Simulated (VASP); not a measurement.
# HfO2 in VASP: further runs, part 2 of 2

VASP 6.6.1. The steps go on from the part before.

## Step 3: Single point, LDA

INCAR

```
PREC = Accurate
ENCUT = 600
EDIFF = 1E-6
ISMEAR = -1
SIGMA = 0.01
LREAL = False
LASPH = True
NELM = 120
ALGO = Normal
ISIF = 2
LWAVE = False
LCHARG = False
GGA = CA
NBANDS = 18
GGA_COMPAT = False
```

KPOINTS

```
Automatic mesh
0
Gamma
  8 8 8
```

POSCAR

```
HfO2
1.0
    0.0000000000      2.5575000000      2.5575000000
    2.5575000000      0.0000000000      2.5575000000
    2.5575000000      2.5575000000      0.0000000000
Hf O
1 2
Direct
    0.0000000000      0.0000000000      0.0000000000
    0.2500000000      0.2500000000      0.2500000000
    0.7500000000      0.7500000000      0.7500000000
```

Potentials or basis: VASP PAW LDA potentials, release 64 (Hf_pv, O).

Command:

```bash
$ cat potpaw_LDA.64/Hf_pv/POTCAR potpaw_LDA.64/O/POTCAR > POTCAR
$ mpirun -np 1 vasp_std > vasp.out
```

OUTCAR:

```text
PREC = Accurate
   ENCUT = 600
   EDIFF = 1E-6
   ISMEAR = -1
   LREAL = False
   LASPH = True
   NELM = 120
   ISIF = 2
   GGA = CA

 ion  position               nearest neighbor table
   1  0.000  0.000  0.000-   3 2.21   3 2.21   3 2.21   2 2.21   3 2.21   2 2.21   2 2.21   2 2.21

   2  0.250  0.250  0.250-   1 2.21   1 2.21   1 2.21   1 2.21
   3  0.750  0.750  0.750-   1 2.21   1 2.21   1 2.21   1 2.21

  LATTYP: Found a face centered cubic cell.
 ALAT       =     5.1150000000

  Lattice vectors:

 A1 = (   0.0000000000,   2.5575000000,   2.5575000000)
 A2 = (   2.5575000000,   0.0000000000,   2.5575000000)
 A3 = (   2.5575000000,   2.5575000000,   0.0000000000)

Analysis of symmetry for initial positions (statically):
=====================================================================
 Subroutine PRICEL returns:
 Original cell was already a primitive cell.

 Routine SETGRP: Setting up the symmetry group for a
 face centered cubic supercell.

 Subroutine GETGRP returns: Found 48 space group operations
 (whereof 48 operations were pure point group operations)
 out of a pool of 48 trial point group operations.

The static configuration has the point symmetry O_h .

Analysis of symmetry for dynamics (positions and initial velocities):
=====================================================================
 Subroutine PRICEL returns:
 Original cell was already a primitive cell.

 Routine SETGRP: Setting up the symmetry group for a
 face centered cubic supercell.

 Subroutine GETGRP returns: Found 48 space group operations
 (whereof 48 operations were pure point group operations)
 out of a pool of 48 trial point group operations.

The dynamic configuration has the point symmetry O_h .

 Subroutine INISYM returns: Found 48 space group operations
 (whereof 48 operations are pure point group operations),
 and found     1 'primitive' translations

----------------------------------------------------------------------------------------

                                     Primitive cell

  volume of cell :      33.4562

  direct lattice vectors                    reciprocal lattice vectors
     0.000000000  2.557500000  2.557500000    -0.195503421  0.195503421  0.195503421
     2.557500000  0.000000000  2.557500000     0.195503421 -0.195503421  0.195503421
     2.557500000  2.557500000  0.000000000     0.195503421  0.195503421 -0.195503421

  length of vectors
     3.616851186  3.616851186  3.616851186     0.338621859  0.338621859  0.338621859

  position of ions in fractional coordinates (direct lattice)
     0.000000000  0.000000000  0.000000000
     0.250000000  0.250000000  0.250000000
     0.750000000  0.750000000  0.750000000

  ion indices of the primitive-cell ions
   primitive index   ion index
                 1           1
                 2           2
                 3           3

----------------------------------------------------------------------------------------

 KPOINTS: Automatic mesh

Automatic generation of k-mesh.
 Grid dimensions read from file:
 generate k-points for:    8    8    8

 Generating k-lattice:

  Cartesian coordinates                     Fractional coordinates (reciprocal lattice)
    -0.024437928  0.024437928  0.024437928     0.125000000  0.000000000  0.000000000
     0.024437928 -0.024437928  0.024437928     0.000000000  0.125000000  0.000000000
     0.024437928  0.024437928 -0.024437928     0.000000000  0.000000000  0.125000000

  Length of vectors
     0.042327732  0.042327732  0.042327732

  Shift w.r.t. Gamma in fractional coordinates (k-lattice)
     0.000000000  0.000000000  0.000000000

 Subroutine IBZKPT returns following result:
 ===========================================

 Found     29 irreducible k-points:

 Following reciprocal coordinates:
            Coordinates               Weight
  0.000000  0.000000  0.000000      1.000000
  0.125000  0.000000  0.000000      8.000000
  0.250000  0.000000  0.000000      8.000000
  0.375000  0.000000  0.000000      8.000000
  0.500000  0.000000  0.000000      4.000000
  0.125000  0.125000  0.000000      6.000000
[... 16 lines left out ...]
  0.500000  0.250000  0.125000     48.000000
 -0.375000  0.250000  0.125000     24.000000
 [... further k-points ...]
   k-points           NKPTS =     29   k-points in BZ     NKDIM =     29   number of bands    NBANDS=     18
   number of dos      NEDOS =    301   number of ions     NIONS =      3
   total plane-waves  NPLWV =  27000
   dimension x,y,z NGX =    30 NGY =   30 NGZ =   30
   dimension x,y,z NGXF=    60 NGYF=   60 NGZF=   60
   ions per type =               1   2
   NGX,Y,Z   is equivalent  to a cutoff of  13.79, 13.79, 13.79 a.u.
   NGXF,Y,Z  is equivalent  to a cutoff of  27.58, 27.58, 27.58 a.u.
 SYSTEM =  unknown system
   PREC   = accura    normal or accurate (medium, high low for compatibility)
   ISTART =      0    job   : 0-new  1-cont  2-samecut
   ICHARG =      2    charge: 1-file 2-atom 10-const
   ISPIN  =      1    spin polarized calculation?
   LNONCOLLINEAR =      F non collinear calculations
   LSORBIT =      F    spin-orbit coupling
   LASPH  =      T    aspherical Exc in radial PAW
   ENCUT  =  600.0 eV  44.10 Ry    6.64 a.u.   7.22  7.22  7.22*2*pi/ulx,y,z
   NELM   =    120;   NELMIN=  2; NELMDL= -5     # of ELM steps
   EDIFF  = 0.1E-05   stopping-criterion for ELM
   LREAL  =      F    real-space projection
   EDIFFG = 0.1E-04   stopping-criterion for IOM
   NSW    =      0    number of steps for IOM
   IBRION =     -1    ionic relax: 0-MD 1-quasi-New 2-CG
   NFREE  =      0    steps in history (QN), initial steepest desc. (CG)
   ISIF   =      2    stress and relaxation
   ISYM   =      2    0-nonsym 1-usesym 2-fastsym
   POTIM  = 0.5000    time-step for ionic-motion
   TEBEG  =    0.0;   TEEND  =   0.0 temperature during run
   PSTRESS=    0.0 pullay stress
   NELECT =      22.0000    total number of electrons
   NUPDOWN=      -1.0000    fix difference up-down
   EMIN   =  10.00;   EMAX   =-10.00  energy-range for DOS
   EFERMI =   0.00;   METHOD = LEGACY
   ISMEAR =    -1;   SIGMA  =   0.01  broadening in eV -4-tet -1-fermi 0-gaus
   EFERMI_NEDOS =   21; number of points for ismear=-14 and -15
   IALGO  =     38    algorithm
   IMIX   =      4    mixing-type and parameters
     AMIX     =   0.40;   BMIX     =  1.00
     AMIX_MAG =   1.60;   BMIX_MAG =  1.00
  volume/ion in A,a.u.               =      11.15        75.26
  Fermi-wavevector in a.u.,A,eV,Ry     =   1.423607  2.690227 27.574337  2.026657
  Thomas-Fermi vector in A             =   2.544186
   LORBIT       =      0    0 simple, 1 ext, 2 COOP (PROOUT), +10 PAW based schemes
   GGA     = CA    functional components
   LHFCALC =     F    Hartree Fock is set to
   AEXX    =    0.0000 exact exchange contribution
   IVDW    =     0    specifies the selected vdW correction
   LEPSILON=     F    determine dielectric tensor
   LRPA    =     F    only Hartree local field effects (RPA)
 non-spin polarized calculation
  energy-cutoff  :      600.00
  volume of cell :       33.46
 maximum number of plane-waves:      1139
 NGX is ok and might be reduce to    30
   NGX = 15   NGY = 15   NGZ = 15

 number of electron      21.9999993 magnetization

 Free energy of the ion-electron system (eV)
  ---------------------------------------------------
  ext. energy  EPLUGINS =         0.00000000
  ---------------------------------------------------
  free energy    TOTEN  =       -32.91610304 eV

  energy without entropy =      -32.91610304  energy(sigma->0) =      -32.91610304

 E-fermi :   4.0609     XC(G=0): -12.1747

 val. band max:        3.8210700093   @ k =   0.5000   0.5000   0.0000
 cond. band min:       7.3467500340   @ k =   0.5000   0.5000   0.0000
 fundamental gap:      3.5256800246
 Fermi energy:         4.0609346165

 k-point     1 :       0.0000    0.0000    0.0000
  band No.  band energies     occupation
      1     -25.7892      2.00000
      2     -25.7892      2.00000
      3     -25.7892      2.00000
      4     -14.4860      2.00000
      5     -11.4600      2.00000
      6      -1.4240      2.00000
[... 10 lines left out ...]
     17      13.8582      0.00000
     18      16.2655      0.00000
[... 466 lines left out ...]
      2     -25.9479      2.00000
      3     -25.8611      2.00000
      4     -12.9048      2.00000
      5     -12.3756      2.00000
      6      -0.9516      2.00000
[... 10 lines left out ...]
     17      14.4070      0.00000
     18      16.1425      0.00000

 [... further k-points ...]

------------------------ aborting loop because EDIFF is reached ----------------------------------------

  FORCE on cell =-STRESS in cart. coord.  units (eV):
  Direction    XX          YY          ZZ          XY          YZ          ZX
  --------------------------------------------------------------------------------------
  -------------------------------------------------------------------------------------
  Total       -4.0871948     -4.0871948     -4.0871948      0.0000000      0.0000000     -0.0000000
  in kB     -195.7307216   -195.7307216   -195.7307216      0.0000000      0.0000000     -0.0000000
  external PRESSURE =    -195.7307216 kB  Pullay stress =       0.0000000 kB

 VOLUME and BASIS-vectors are now :
 -----------------------------------------------------------------------------
  energy-cutoff  :      600.00
  volume of cell :       33.46
      direct lattice vectors                 reciprocal lattice vectors
     0.000000000  2.557500000  2.557500000    -0.195503421  0.195503421  0.195503421
     2.557500000  0.000000000  2.557500000     0.195503421 -0.195503421  0.195503421
     2.557500000  2.557500000  0.000000000     0.195503421  0.195503421 -0.195503421

 POSITION                                       TOTAL-FORCE (eV/Angst)
 -----------------------------------------------------------------------------------
      0.00000      0.00000      0.00000         0.000000      0.000000      0.000000
      1.27875      1.27875      1.27875        -0.000000     -0.000000     -0.000000
      3.83625      3.83625      3.83625         0.000000     -0.000000      0.000000
 -----------------------------------------------------------------------------------
    total drift:                                0.000000     -0.000000      0.000000

  FREE ENERGIE OF THE ION-ELECTRON SYSTEM (eV)
  ---------------------------------------------------
  free  energy   TOTEN  =       -32.9161030444 eV

  energy  without entropy=      -32.9161030444  energy(sigma->0) =      -32.91610304
```

stdout:

```text
POSCAR found type information on POSCAR HfO
 POSCAR found :  2 types and       3 ions
 scaLAPACK will be used
 LDA part: xc-table for (Slater(with rela. corr.)+CA(PZ))
 , standard interpolation
 POSCAR, INCAR and KPOINTS ok, starting setup
 FFT: planning ... GRIDC
 FFT: planning ... GRID_SOFT
 FFT: planning ... GRID
 WAVECAR not read
 entering main loop
```

It took 10 s on 1 thread of Intel Xeon 6975P-C (Granite Rapids), shared host; peak memory 0.16 GiB.

Results:

```yaml
Free_energy: -32.9161 eV
Pressure: -19.6 GPa
Band_gap_on_the_k_mesh: 3.53 eV, direct
```

Levels at points of the mesh, in eV from the valence-band top:
```tsv
k point	band 8	band 9	band 10	band 11	band 12	band 13	band 14	band 15
(0.00, 0.00, 0.00)	-5.25	-0.60	-0.60	-0.60	3.62	3.62	5.48	10.04
(0.50, 0.00, 0.00)	-3.03	-2.70	-1.81	-1.81	4.33	4.33	6.69	8.71
(0.50, 0.50, 0.00)	-3.42	-1.51	-1.51	0.00	3.53	5.19	6.35	7.85
```

Caveat: spin-orbit coupling is left out, which moves the levels of the heavy elements. A k mesh can miss the band edges.
